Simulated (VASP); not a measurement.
Input of a VASP 6.6.1 run:

File INCAR:

```
  PREC = Accurate
  ENCUT = 520
  EDIFF = 1E-7
  ISMEAR = 0
  SIGMA = 0.15
  LREAL = False
  LASPH = True
  NELM = 80
  ALGO = Normal
  ISIF = 2
  LWAVE = False
  LCHARG = False
  GGA = PE
  NBANDS = 16
```

KPOINTS

```
Automatic mesh
0
Gamma
  16 16 16
```

The input POSCAR:

```
GaSb
1.0
    0.0000000000      3.1069206316      3.1069206316
    2.8739015842      0.0000000000      3.1069206316
    2.8739015842      3.1069206316      0.0000000000
Ga Sb
1 1
Direct
    0.0000000000      0.0000000000      0.0000000000
    0.7500000000      0.7500000000      0.7500000000
```

Potentials or basis: VASP PAW PBE potentials, release 64 (Ga_d, Sb).

Launch:

```console
$ cat potpaw_PBE.64/Ga_d/POTCAR potpaw_PBE.64/Sb/POTCAR > POTCAR
$ mpirun -np 1 vasp_std > vasp.out
```

Question: Estimate the band gap on the k mesh.

Answer: 0.05 eV.

Question: What does it give for the pressure?

Answer: 4.2 GPa.

Stress tensor (GPa, compression positive):
```
6.07 0.00 0.00
0.00 3.28 0.00
0.00 0.00 3.28
```

Caveat: the cell differs from its parent crystal (strain -0.0750 x Voigt [1, 0, 0, 0, 0, 0]); the cell stands under pressure; semilocal functionals underestimate gaps, and a narrow one can read as zero; spin-orbit coupling is left out, which moves the levels of the heavy elements. A k mesh can miss the band edges.
